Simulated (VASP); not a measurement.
# ScAlN2 (P-6m2) in VASP: a series of runs

Runs on ScAlN2. Level: PBE. Tasks: single point, relaxation of cell and atoms.

Program: VASP 6.6.1. These are calculated values, not measurements. Logs are shortened: lines on timing, memory, paths and dates and some standing lists are left out, and cuts for length are marked.

### Step 1. The cell of the first run

Symmetry: P-6m2, No. 187, hexagonal system. The conventional cell has a = 3.309 Å, b = 3.309 Å, c = 5.926 Å, α = 90.00°, β = 90.00°, γ = 120.00°. Sc (site symmetry -6m2) has 6 N at 2.27 Å within 3.0 Å. Within 2.3 Å of Al (site symmetry -6m2) lie 2 N at 1.74 Å. N (site symmetry 3m) has 1 Al at 1.74 Å and 3 Sc at 2.27 Å within 2.3 Å.

### Step 2. Single point, PBE

Contents of INCAR:

```
ALGO = Normal ; EDIFF = 1E-6
ENCUT = 520 ; GGA = PE
ISIF = 2 ; ISMEAR = 0
LASPH = T ; LCHARG = F
LREAL = F ; LWAVE = F
NBANDS = 20 ; NELM = 80
PREC = Accurate ; SIGMA = 0.01
```

Contents of KPOINTS:

```
k-points
0
Gamma
  12 12 6
```

Contents of POSCAR:

```
ScAlN2
1.0
    3.3088674968      0.0000000000      0.0000000000
   -1.6544337484      2.8655633099      0.0000000000
    0.0000000000      0.0000000000      5.9258276933
Sc Al N
1 1 2
Direct
    0.3333333333      0.6666666667      0.0000000000
    0.6666666667      0.3333333333      0.5000000000
    0.6666666667      0.3333333333      0.2055832404
    0.6666666667      0.3333333333      0.7944167596
```

Potentials or basis: VASP PAW PBE potentials, release 64 (Sc_sv, Al, N).

Started as:

```
$ cat potpaw_PBE.64/Sc_sv/POTCAR potpaw_PBE.64/Al/POTCAR potpaw_PBE.64/N/POTCAR > POTCAR
$ mpirun -np 1 vasp_std > vasp.out
```

OUTCAR:

```text
EDIFF = 1E-6
   ENCUT = 520
   GGA = PE
   ISIF = 2
   ISMEAR = 0
   LASPH = T
   LREAL = F
   NELM = 80
   PREC = Accurate

 ion  position               nearest neighbor table
   1  0.333  0.667  0.000-   3 2.27   4 2.27   3 2.27   4 2.27   3 2.27   4 2.27
   2  0.667  0.333  0.500-   3 1.74   4 1.74
   3  0.667  0.333  0.206-   2 1.74   1 2.27   1 2.27   1 2.27
   4  0.667  0.333  0.794-   2 1.74   1 2.27   1 2.27   1 2.27

  LATTYP: Found a hexagonal cell.
 ALAT       =     3.3088674968
 C/A-ratio  =     1.7908930167

  Lattice vectors:

 A1 = (   3.3088674968,   0.0000000000,   0.0000000000)
 A2 = (  -1.6544337484,   2.8655633099,   0.0000000000)
 A3 = (   0.0000000000,   0.0000000000,   5.9258276933)

Analysis of symmetry for initial positions (statically):
=====================================================================
 Subroutine PRICEL returns:
 Original cell was already a primitive cell.

 Routine SETGRP: Setting up the symmetry group for a
 hexagonal supercell.

 Subroutine GETGRP returns: Found 12 space group operations
 (whereof 12 operations were pure point group operations)
 out of a pool of 24 trial point group operations.

The static configuration has the point symmetry D_3h.

Analysis of symmetry for dynamics (positions and initial velocities):
=====================================================================
 Subroutine PRICEL returns:
 Original cell was already a primitive cell.

 Routine SETGRP: Setting up the symmetry group for a
 hexagonal supercell.

 Subroutine GETGRP returns: Found 12 space group operations
 (whereof 12 operations were pure point group operations)
 out of a pool of 24 trial point group operations.

The dynamic configuration has the point symmetry D_3h.

 Subroutine INISYM returns: Found 12 space group operations
 (whereof 12 operations are pure point group operations),
 and found     1 'primitive' translations

----------------------------------------------------------------------------------------

                                     Primitive cell

  volume of cell :      56.1873

  direct lattice vectors                    reciprocal lattice vectors
     3.308867497  0.000000000  0.000000000     0.302218206  0.174485763  0.000000000
    -1.654433748  2.865563310  0.000000000     0.000000000  0.348971526  0.000000000
[... 88 lines left out ...]
   NELM   =     80;   NELMIN=  2; NELMDL= -5     # of ELM steps
   EDIFF  = 0.1E-05   stopping-criterion for ELM
   LREAL  =      F    real-space projection
   EDIFFG = 0.1E-04   stopping-criterion for IOM
   NSW    =      0    number of steps for IOM
   IBRION =     -1    ionic relax: 0-MD 1-quasi-New 2-CG
   NFREE  =      0    steps in history (QN), initial steepest desc. (CG)
   ISIF   =      2    stress and relaxation
   ISYM   =      2    0-nonsym 1-usesym 2-fastsym
   POTIM  = 0.5000    time-step for ionic-motion
   TEBEG  =    0.0;   TEEND  =   0.0 temperature during run
   PSTRESS=    0.0 pullay stress
   NELECT =      24.0000    total number of electrons
   NUPDOWN=      -1.0000    fix difference up-down
   EMIN   =  10.00;   EMAX   =-10.00  energy-range for DOS
   EFERMI =   0.00;   METHOD = LEGACY
   ISMEAR =     0;   SIGMA  =   0.01  broadening in eV -4-tet -1-fermi 0-gaus
   EFERMI_NEDOS =   21; number of points for ismear=-14 and -15
   IALGO  =     38    algorithm
   IMIX   =      4    mixing-type and parameters
     AMIX     =   0.40;   BMIX     =  1.00
     AMIX_MAG =   1.60;   BMIX_MAG =  1.00
  volume/ion in A,a.u.               =      14.05        94.79
  Fermi-wavevector in a.u.,A,eV,Ry     =   1.232913  2.329868 20.681870  1.520075
  Thomas-Fermi vector in A             =   2.367664
   LORBIT       =      0    0 simple, 1 ext, 2 COOP (PROOUT), +10 PAW based schemes
   GGA     = PE    functional components
   LHFCALC =     F    Hartree Fock is set to
   AEXX    =    0.0000 exact exchange contribution
   IVDW    =     0    specifies the selected vdW correction
   LEPSILON=     F    determine dielectric tensor
   LRPA    =     F    only Hartree local field effects (RPA)
 non-spin polarized calculation
 Gauss-broadening in eV      SIGMA  =   0.01
  energy-cutoff  :      520.00
  volume of cell :       56.19
 maximum number of plane-waves:      1535
 NGX is ok and might be reduce to    28
   NGX = 13   NGY = 13   NGZ = 23

 number of electron      23.9999999 magnetization

 Free energy of the ion-electron system (eV)
  ---------------------------------------------------
  ext. energy  EPLUGINS =         0.00000000
  ---------------------------------------------------
  free energy    TOTEN  =       -29.33607728 eV

  energy without entropy =      -29.33607727  energy(sigma->0) =      -29.33607728

 E-fermi :   3.7793     XC(G=0): -10.1870

 val. band max:        3.7491341073   @ k =   0.0833   0.0833   0.0000
 cond. band min:       3.8065001230   @ k =   0.0000   0.0000   0.0000
 fundamental gap:      0.0573660157
 Fermi energy:         3.7792978199

 k-point     1 :       0.0000    0.0000    0.0000
  band No.  band energies     occupation
      1     -44.2644      2.00000
      2     -22.8851      2.00000
      3     -22.7658      2.00000
      4     -22.7658      2.00000
      5      -9.9612      2.00000
      6      -8.4069      2.00000
[... 541 lines left out ...]
     19       9.8938      0.00000
     20      12.5453      0.00000

 [... further k-points ...]

------------------------ aborting loop because EDIFF is reached ----------------------------------------

  FORCE on cell =-STRESS in cart. coord.  units (eV):
  Direction    XX          YY          ZZ          XY          YZ          ZX
  --------------------------------------------------------------------------------------
  -------------------------------------------------------------------------------------
  Total        0.1094877      0.1094877      0.1506262      0.0000000      0.0000000      0.0000000
  in kB        3.1220320      3.1220320      4.2950950      0.0000000      0.0000000      0.0000000
  external PRESSURE =       3.5130530 kB  Pullay stress =       0.0000000 kB

 VOLUME and BASIS-vectors are now :
 -----------------------------------------------------------------------------
  energy-cutoff  :      520.00
  volume of cell :       56.19
      direct lattice vectors                 reciprocal lattice vectors
     3.308867497  0.000000000  0.000000000     0.302218206  0.174485763  0.000000000
    -1.654433748  2.865563310  0.000000000     0.000000000  0.348971526  0.000000000
     0.000000000  0.000000000  5.925827693     0.000000000  0.000000000  0.168752797

 POSITION                                       TOTAL-FORCE (eV/Angst)
 -----------------------------------------------------------------------------------
     -0.00000      1.91038      0.00000        -0.000000      0.000000      0.000000
      1.65443      0.95519      2.96291         0.000000      0.000000      0.000000
      1.65443      0.95519      1.21825         0.000000     -0.000000      0.023683
      1.65443      0.95519      4.70758         0.000000     -0.000000     -0.023683
 -----------------------------------------------------------------------------------
    total drift:                                0.000000     -0.000000     -0.000000

  FREE ENERGIE OF THE ION-ELECTRON SYSTEM (eV)
  ---------------------------------------------------
  free  energy   TOTEN  =       -29.3360772807 eV

  energy  without entropy=      -29.3360772723  energy(sigma->0) =      -29.33607728
```

OSZICAR:

```text
N       E                     dE             d eps       ncg     rms          rms(c)
DAV:   1     0.245621677992E+03    0.24562E+03   -0.11943E+04  3040   0.118E+03
DAV:   2    -0.734152518766E+01   -0.25296E+03   -0.24541E+03  3136   0.372E+02
DAV:   3    -0.377493299991E+02   -0.30408E+02   -0.29374E+02  4616   0.119E+02
DAV:   4    -0.388246383458E+02   -0.10753E+01   -0.10724E+01  4560   0.237E+01
DAV:   5    -0.388373270348E+02   -0.12689E-01   -0.12686E-01  4008   0.242E+00    0.176E+01
DAV:   6    -0.298412251154E+02    0.89961E+01   -0.48009E+01  4792   0.470E+01    0.732E+00
DAV:   7    -0.294487920708E+02    0.39243E+00   -0.23977E+00  4552   0.117E+01    0.416E+00
DAV:   8    -0.293647425112E+02    0.84050E-01   -0.62973E-01  4744   0.872E+00    0.167E+00
DAV:   9    -0.293359686065E+02    0.28774E-01   -0.83501E-02  4132   0.388E+00    0.437E-01
DAV:  10    -0.293358164274E+02    0.15218E-03   -0.39086E-03  4708   0.498E-01    0.237E-01
DAV:  11    -0.293362317723E+02   -0.41534E-03   -0.14940E-03  4020   0.530E-01    0.144E-01
DAV:  12    -0.293360765217E+02    0.15525E-03   -0.48555E-04  4036   0.306E-01    0.173E-02
DAV:  13    -0.293360767471E+02   -0.22532E-06   -0.20149E-05  4372   0.423E-02    0.486E-03
DAV:  14    -0.293360772807E+02   -0.53360E-06   -0.16479E-06  3108   0.993E-03
   1 F= -.29336077E+02 E0= -.29336077E+02  d E =-.837448E-08
```

stdout:

```text
POSCAR found type information on POSCAR ScAlN
 POSCAR found :  3 types and       4 ions
 scaLAPACK will be used
 LDA part: xc-table for (Slater+PW92), standard interpolation
 POSCAR, INCAR and KPOINTS ok, starting setup
 FFT: planning ... GRIDC
 FFT: planning ... GRID_SOFT
 FFT: planning ... GRID
 WAVECAR not read
 entering main loop
```

Run time: 42 s. Hardware: 1 thread of Intel Xeon 6975P-C (Granite Rapids), shared host; peak memory 0.23 GiB.

Results:

| Quantity | Value |
| --- | --- |
| Free energy | -29.3361 eV |
| Pressure | 0.4 GPa |
| Largest force | 0.024 eV/Å |
| Band gap on the k mesh | 0.06 eV, indirect (least direct gap 0.11 eV) |

Forces on the atoms (eV/Å):
```
Sc   0.000  0.000  0.000
Al   0.000  0.000  0.000
N    0.000  0.000  0.024
N    0.000  0.000 -0.024
```

[end of part 1 of 2]
